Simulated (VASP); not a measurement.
SnSe2, 3 atoms in the cell. The structure is trigonal, space group P-3m1 (No. 164). Conventional cell: a = 3.871 Å, b = 3.871 Å, c = 7.006 Å, α = 90.00°, β = 90.00°, γ = 120.00°. Within 3.6 Å of Sn (site symmetry -3m) lie 6 Se at 2.75 Å. Within 3.6 Å of Se (site symmetry 3m) lie 3 Sn at 2.75 Å. 

```yaml
Program: VASP 6.6.1
Task: single point
Functional: PBE
Potentials_or_basis: VASP PAW PBE potentials, release 64 (Sn_d, Se)
Cutoff: 500 eV
k_mesh: 12 × 12 × 8
Occupations: gaussian, width 0.02 eV
Spin: no spin polarisation
Dipole_correction: no
Further_INCAR_settings: ALGO = Normal; EDIFF = 1e-06; NBANDS = 20
```

Potentials or basis: VASP PAW PBE potentials, release 64 (Sn_d, Se).

Launch:

```sh
$ cat potpaw_PBE.64/Sn_d/POTCAR potpaw_PBE.64/Se/POTCAR > POTCAR
$ mpirun -np 1 vasp_std > vasp.out
```

Hardware: 1 thread of Oxide Virtual Turin-like Processor, on a shared host.

**Question.** How long does it take, and how much memory?

**Answer.** Wall time 2.7 min on 1 thread of Oxide Virtual Turin-like Processor, on a shared host, peak memory 0.31 GiB. Counts: scf iterations 12, k points 131.
